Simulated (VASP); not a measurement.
# Ti3Al3Cu2 (Pmmm) in VASP: single point with PBE

Aim: the single point of Ti3Al3Cu2 with PBE.

All numbers are computed with VASP 6.6.1; they aren't measurements. Logs are shortened: lines on timing, memory, paths and dates and some standing lists are left out, and cuts for length are marked.

### 1 The cell of the first run

The structure is orthorhombic, space group Pmmm (No. 47). The conventional cell has a = 3.980 Å, b = 3.983 Å, c = 7.593 Å, α = 90.00°, β = 90.00°, γ = 90.00°. Within 3.6 Å of Ti (site symmetry mm2) lie 6 Al at 2.72 to 2.78 Å and 2 Ti at 2.78 Å and 4 Cu at 2.82 Å. Ti (site symmetry mmm) has 4 Cu at 2.76 Å and 4 Ti at 2.78 Å and 4 Al at 2.82 Å within 3.6 Å. Within 3.6 Å of Al (site symmetry mmm) lie 4 Ti at 2.72 Å and 4 Cu at 2.74 Å and 4 Al at 2.82 Å. Within 3.6 Å of Al (site symmetry mmm) lie 4 Cu at 2.76 Å and 8 Ti at 2.78 to 2.82 Å. Al (site symmetry mmm) has 4 Ti at 2.72 Å and 4 Cu at 2.74 Å and 4 Al at 2.82 Å within 3.6 Å. Within 3.6 Å of Cu (site symmetry mm2) lie 6 Al at 2.74 to 2.76 Å and 6 Ti at 2.76 to 2.82 Å.

### 2 Single point, PBE, collinear spin, ferromagnetic start

INCAR reads:

```
PREC     = Accurate       # precision mode
ENCUT    = 520            # plane-wave cutoff, eV
EDIFF    = 1E-6           # SCF threshold, eV
ISMEAR   = 0              # smearing method
SIGMA    = 0.1            # smearing width, eV
LREAL    = False          # projectors in reciprocal space
LASPH    = True           # aspherical terms in the spheres
NELM     = 150            # most SCF steps
ALGO     = Normal         # electronic algorithm
ISIF     = 2              # what is computed and relaxed
LWAVE    = False          # write WAVECAR
LCHARG   = True           # write CHGCAR
ISPIN    = 2              # spin polarisation
MAGMOM   = 1 1 1 0 0 0 0 0 # initial moments
LORBIT   = 11             # projections on sites
LMAXMIX  = 4              # l up to which the mixer works
GGA      = PE             # functional
LELF     = True           # ELF
LVHAR    = True         
NBANDS   = 48             # bands
```

KPOINTS reads:

```
regular mesh
0
Gamma
  4 4 2
```

POSCAR reads:

```
Ti3Al3Cu2
1.0
    3.9795295762      0.0000000000      0.0000000000
    0.0000000000      3.9826327376      0.0000000000
    0.0000000000      0.0000000000      7.5927646621
Ti Al Cu
3 3 2
Direct
    0.5000000000      0.5000000000      0.7444668904
    0.5000000000      0.5000000000      0.2555331096
    0.0000000000      0.5000000000      0.0000000000
    0.0000000000      0.5000000000      0.5000000000
    0.5000000000      0.0000000000      0.0000000000
    0.5000000000      0.0000000000      0.5000000000
    0.0000000000      0.0000000000      0.7482337667
    0.0000000000      0.0000000000      0.2517662333
```

Potentials or basis: VASP PAW PBE potentials, release 64 (Ti_sv, Al, Cu).

Command:

```
cat potpaw_PBE.64/Ti_sv/POTCAR potpaw_PBE.64/Al/POTCAR potpaw_PBE.64/Cu/POTCAR > POTCAR
mpirun -np 1 vasp_std > vasp.out
```

OUTCAR:

```text
PREC = Accurate
   ENCUT = 520
   EDIFF = 1E-6
   ISMEAR = 0
   LREAL = False
   LASPH = True
   NELM = 150
   ISIF = 2
   ISPIN = 2
   LORBIT = 11
   GGA = PE

 ion  position               nearest neighbor table
   1  0.500  0.500  0.744-   4 2.72   4 2.72   6 2.72   6 2.72   3 2.78   3 2.78   5 2.78   5 2.78
                             7 2.82   7 2.82   7 2.82   7 2.82
   2  0.500  0.500  0.256-   4 2.72   4 2.72   6 2.72   6 2.72   3 2.78   3 2.78   5 2.78   5 2.78
                             8 2.82   8 2.82   8 2.82   8 2.82
   3  0.000  0.500  0.000-   7 2.76   8 2.76   7 2.76   8 2.76   1 2.78   2 2.78   1 2.78   2 2.78
                             5 2.82   5 2.82   5 2.82   5 2.82
   4  0.000  0.500  0.500-   1 2.72   2 2.72   1 2.72   2 2.72   7 2.74   8 2.74   7 2.74   8 2.74
                             6 2.82   6 2.82   6 2.82   6 2.82
   5  0.500  0.000  0.000-   7 2.76   8 2.76   7 2.76   8 2.76   1 2.78   2 2.78   1 2.78   2 2.78
                             3 2.82   3 2.82   3 2.82   3 2.82
   6  0.500  0.000  0.500-   1 2.72   2 2.72   1 2.72   2 2.72   7 2.74   8 2.74   7 2.74   8 2.74
                             4 2.82   4 2.82   4 2.82   4 2.82
   7  0.000  0.000  0.748-   6 2.74   6 2.74   4 2.74   4 2.74   5 2.76   5 2.76   3 2.76   3 2.76
                             1 2.82   1 2.82   1 2.82   1 2.82
   8  0.000  0.000  0.252-   6 2.74   6 2.74   4 2.74   4 2.74   5 2.76   5 2.76   3 2.76   3 2.76
                             2 2.82   2 2.82   2 2.82   2 2.82

  LATTYP: Found a simple orthorhombic cell.
 ALAT       =     3.9795295762
 B/A-ratio  =     1.0007797810
 C/A-ratio  =     1.9079553291

  Lattice vectors:

 A1 = (   3.9795295762,   0.0000000000,   0.0000000000)
 A2 = (   0.0000000000,   3.9826327376,   0.0000000000)
 A3 = (   0.0000000000,   0.0000000000,   7.5927646621)

Analysis of symmetry for initial positions (statically):
=====================================================================
 Subroutine PRICEL returns:
 Original cell was already a primitive cell.

 Routine SETGRP: Setting up the symmetry group for a
 simple orthorhombic supercell.

 Subroutine GETGRP returns: Found  8 space group operations
 (whereof  8 operations were pure point group operations)
 out of a pool of  8 trial point group operations.

The static configuration has the point symmetry D_2h.

Analysis of symmetry for dynamics (positions and initial velocities):
=====================================================================
 Subroutine PRICEL returns:
 Original cell was already a primitive cell.

 Routine SETGRP: Setting up the symmetry group for a
 simple orthorhombic supercell.

 Subroutine GETGRP returns: Found  8 space group operations
 (whereof  8 operations were pure point group operations)
 out of a pool of  8 trial point group operations.

The dynamic configuration has the point symmetry D_2h.

Analysis of structural, dynamic, and magnetic symmetry:
=====================================================================
 Subroutine PRICEL returns:
 Original cell was already a primitive cell.

 Routine SETGRP: Setting up the symmetry group for a
 simple orthorhombic supercell.

 Subroutine GETGRP returns: Found  8 space group operations
 (whereof  8 operations were pure point group operations)
 out of a pool of  8 trial point group operations.

The overall configuration has the point symmetry D_2h.

 Subroutine INISYM returns: Found  8 space group operations
 (whereof  8 operations are pure point group operations),
 and found     1 'primitive' translations

----------------------------------------------------------------------------------------

                                     Primitive cell

  volume of cell :     120.3378

  direct lattice vectors                    reciprocal lattice vectors
     3.979529576  0.000000000  0.000000000     0.251285983  0.000000000  0.000000000
     0.000000000  3.982632738  0.000000000     0.000000000  0.251090187  0.000000000
     0.000000000  0.000000000  7.592764662     0.000000000  0.000000000  0.131704332

  length of vectors
     3.979529576  3.982632738  7.592764662     0.251285983  0.251090187  0.131704332

  position of ions in fractional coordinates (direct lattice)
     0.500000000  0.500000000  0.744466890
     0.500000000  0.500000000  0.255533110
     0.000000000  0.500000000  0.000000000
     0.000000000  0.500000000  0.500000000
     0.500000000  0.000000000  0.000000000
     0.500000000  0.000000000  0.500000000
     0.000000000  0.000000000  0.748233767
     0.000000000  0.000000000  0.251766233

  ion indices of the primitive-cell ions
[... 68 lines left out ...]
   ISPIN  =      2    spin polarized calculation?
   LNONCOLLINEAR =      F non collinear calculations
   LSORBIT =      F    spin-orbit coupling
   LASPH  =      T    aspherical Exc in radial PAW
   ENCUT  =  520.0 eV  38.22 Ry    6.18 a.u.   7.40  7.41 14.12*2*pi/ulx,y,z
   NELM   =    150;   NELMIN=  2; NELMDL= -5     # of ELM steps
   EDIFF  = 0.1E-05   stopping-criterion for ELM
   LREAL  =      F    real-space projection
   EDIFFG = 0.1E-04   stopping-criterion for IOM
   NSW    =      0    number of steps for IOM
   IBRION =     -1    ionic relax: 0-MD 1-quasi-New 2-CG
   NFREE  =      0    steps in history (QN), initial steepest desc. (CG)
   ISIF   =      2    stress and relaxation
   ISYM   =      2    0-nonsym 1-usesym 2-fastsym
   POTIM  = 0.5000    time-step for ionic-motion
   TEBEG  =    0.0;   TEEND  =   0.0 temperature during run
   PSTRESS=    0.0 pullay stress
   NELECT =      67.0000    total number of electrons
   NUPDOWN=      -1.0000    fix difference up-down
   EMIN   =  10.00;   EMAX   =-10.00  energy-range for DOS
   EFERMI =   0.00;   METHOD = LEGACY
   ISMEAR =     0;   SIGMA  =   0.10  broadening in eV -4-tet -1-fermi 0-gaus
   EFERMI_NEDOS =   21; number of points for ismear=-14 and -15
   IALGO  =     38    algorithm
   IMIX   =      4    mixing-type and parameters
     AMIX     =   0.40;   BMIX     =  1.00
     AMIX_MAG =   1.60;   BMIX_MAG =  1.00
  volume/ion in A,a.u.               =      15.04       101.51
  Fermi-wavevector in a.u.,A,eV,Ry     =   1.346788  2.545060 24.678750  1.813837
  Thomas-Fermi vector in A             =   2.474591
   LORBIT       =     11    0 simple, 1 ext, 2 COOP (PROOUT), +10 PAW based schemes
   GGA     = PE    functional components
   LHFCALC =     F    Hartree Fock is set to
   AEXX    =    0.0000 exact exchange contribution
   IVDW    =     0    specifies the selected vdW correction
   LEPSILON=     F    determine dielectric tensor
   LRPA    =     F    only Hartree local field effects (RPA)
 spin polarized calculation
 Gauss-broadening in eV      SIGMA  =   0.10
  energy-cutoff  :      520.00
  volume of cell :      120.34
 maximum number of plane-waves:      3285
 NGX is ok and might be reduce to    30
   NGX = 15   NGY = 15   NGZ = 29

 number of electron      67.0000022 magnetization       0.7685662

 Free energy of the ion-electron system (eV)
  ---------------------------------------------------
  ext. energy  EPLUGINS =         0.00000000
  ---------------------------------------------------
  free energy    TOTEN  =       -44.59311004 eV

  energy without entropy =      -44.56216747  energy(sigma->0) =      -44.57763875

 E-fermi :   8.2419     XC(G=0): -11.3942

 val. band max:        8.2400689121   @ k =   0.0000   0.0000   0.0000
 cond. band min:       8.2621820789   @ k =   0.5000   0.0000   0.5000
 fundamental gap:      0.0221131668
 Fermi energy:         8.2418835906

 spin component 1

 k-point     1 :       0.0000    0.0000    0.0000
  band No.  band energies     occupation
      1     -48.6143      1.00000
      2     -48.4148      1.00000
      3     -48.4043      1.00000
      4     -24.9635      1.00000
      5     -24.9451      1.00000
      6     -24.9300      1.00000
[... 853 lines left out ...]
     44      10.5651      0.00000
     45      10.8117      0.00000
 Fermi energy:         8.2418835906

 spin component 2

 k-point     1 :       0.0000    0.0000    0.0000
  band No.  band energies     occupation
      1     -48.3497      1.00000
      2     -48.3293      1.00000
      3     -48.2125      1.00000
      4     -24.7091      1.00000
      5     -24.6964      1.00000
      6     -24.6711      1.00000
[... 853 lines left out ...]
     44      10.6280      0.00000
     45      10.9130      0.00000
 [bands above 45 left out]

------------------------ aborting loop because EDIFF is reached ----------------------------------------

  FORCE on cell =-STRESS in cart. coord.  units (eV):
  Direction    XX          YY          ZZ          XY          YZ          ZX
  --------------------------------------------------------------------------------------
  -------------------------------------------------------------------------------------
  Total        0.0078917      0.4705226     -0.3095728      0.0000000      0.0000000      0.0000000
  in kB        0.1050708      6.2645398     -4.1216538      0.0000000      0.0000000      0.0000000
  external PRESSURE =       0.7493189 kB  Pullay stress =       0.0000000 kB

 VOLUME and BASIS-vectors are now :
 -----------------------------------------------------------------------------
  energy-cutoff  :      520.00
  volume of cell :      120.34
      direct lattice vectors                 reciprocal lattice vectors
     3.979529576  0.000000000  0.000000000     0.251285983  0.000000000  0.000000000
     0.000000000  3.982632738  0.000000000     0.000000000  0.251090187  0.000000000
     0.000000000  0.000000000  7.592764662     0.000000000  0.000000000  0.131704332

 POSITION                                       TOTAL-FORCE (eV/Angst)
 -----------------------------------------------------------------------------------
      1.98976      1.99132      5.65256         0.000000      0.000000      0.024273
      1.98976      1.99132      1.94020         0.000000     -0.000000     -0.024273
      0.00000      1.99132      0.00000         0.000000     -0.000000     -0.000000
      0.00000      1.99132      3.79638         0.000000     -0.000000     -0.000000
      1.98976      0.00000      0.00000         0.000000     -0.000000     -0.000000
      1.98976      0.00000      3.79638         0.000000     -0.000000     -0.000000
      0.00000      0.00000      5.68116         0.000000     -0.000000      0.004958
      0.00000      0.00000      1.91160         0.000000     -0.000000     -0.004958
 -----------------------------------------------------------------------------------
    total drift:                                0.000000      0.000000      0.000000

  FREE ENERGIE OF THE ION-ELECTRON SYSTEM (eV)
  ---------------------------------------------------
  free  energy   TOTEN  =       -44.5931100376 eV

  energy  without entropy=      -44.5621674721  energy(sigma->0) =      -44.57763875

 total charge

# of ion       s       p       d       tot
------------------------------------------
    1        2.185   6.127   1.970  10.283
    2        2.185   6.127   1.970  10.283
    3        2.219   6.114   1.942  10.275
    4        0.410   0.401   0.000   0.811
    5        0.422   0.407   0.000   0.830
    6        0.422   0.401   0.000   0.824
    7        0.485   0.422   9.093   9.999
    8        0.485   0.422   9.093   9.999
--------------------------------------------------
tot          8.814  20.422  24.068  53.303

 magnetization (x)

# of ion       s       p       d       tot
------------------------------------------
    1        0.005   0.006   0.088   0.099
    2        0.005   0.006   0.088   0.099
    3        0.006   0.007   0.398   0.410
    4       -0.001  -0.004   0.000  -0.005
    5       -0.003  -0.003   0.000  -0.006
    6        0.001   0.002   0.000   0.002
    7       -0.003   0.000   0.011   0.009
    8       -0.003   0.000   0.011   0.009
--------------------------------------------------
tot          0.007   0.014   0.597   0.618
```

Wall time 4.6 min (1 thread of Intel Xeon Platinum 8259CL at 2.50GHz (Skylake/Cascade Lake), shared host); peak memory 0.35 GiB.

What came out:

```
Free energy                                           : -44.5931 eV
Pressure                                              : 0.1 GPa
Largest force                                         : 0.024 eV/Å
Net moment                                            : 0.77 μB per cell
Site moments                                          : Ti +0.10, +0.41; Al -0.01, +0.00; Cu +0.01 μB
Valence electrons inside the program's atomic spheres : Ti 10.28; Al 0.81, 0.83, 0.82; Cu 10.00
```

Forces on the atoms (eV/Å):
```
Ti   0.000  0.000  0.024
Ti   0.000  0.000 -0.024
Ti   0.000  0.000  0.000
Al   0.000  0.000  0.000
Al   0.000  0.000  0.000
Al   0.000  0.000  0.000
Cu   0.000  0.000  0.005
Cu   0.000  0.000 -0.005
```

Stress tensor (GPa, compression positive):
```
 0.01  0.00  0.00
 0.00  0.63  0.00
 0.00  0.00 -0.41
```

Caveat: the k points lie up to 0.41 Å⁻¹ apart.
